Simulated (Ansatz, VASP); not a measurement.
**One calculation of ZnCd2S, two programs**

```
Zn Cd S
1.0
     3.73203    0.00000    0.00000
    -1.86602    3.23204    0.00000
     0.00000    0.00000   12.94292
Zn Cd S
2 4 2
Direct
  0.00000 0.00000 0.00000
  0.00000 0.00000 0.50000
  0.33333 0.66667 0.10022
  0.66667 0.33333 0.60022
  0.66667 0.33333 0.89978
  0.33333 0.66667 0.39978
  0.33333 0.66667 0.75000
  0.66667 0.33333 0.25000
```

Change from the starting cell: species swapped into the Nb2BS type (P6_3/mmc, No. 194).

Alike in both runs: task single point; functional PBE; k mesh 6 × 6 × 2; occupations gaussian, width 0.1 eV; no spin polarisation.

|  | VASP | Ansatz |
| --- | --- | --- |
| version | VASP 6.6.1 | Ansatz 0.2.0 |
| potentials or method | VASP PAW PBE potentials, release 64 (Zn, Cd, S), cutoff 520 eV | scalar-relativistic, plane waves, PAW |
| valence electrons in the cell | 84 | 116 |

Ansatz gave:

* gap on the k mesh at the Fermi level (eV): none
* pressure (GPa): 9.8
* traceless stress, the component that is largest in VASP (GPa): -6.81
* rms of the force components (eV/Å): 1.155

**Question.** Which values does VASP return?

**Answer.** gap on the k mesh at the Fermi level (eV): none; pressure (GPa): 10.4; traceless stress, the component that is largest in VASP (GPa): -6.89; rms of the force components (eV/Å): 1.171.

Atom by atom the forces differ by 0.016 eV/Å (rms over components). A gap of «none» marks a metal or a gap that the smearing closes. VASP's potentials hold 84 valence electrons a cell and Ansatz's 116, so a difference there can come from the potentials and not from the codes.
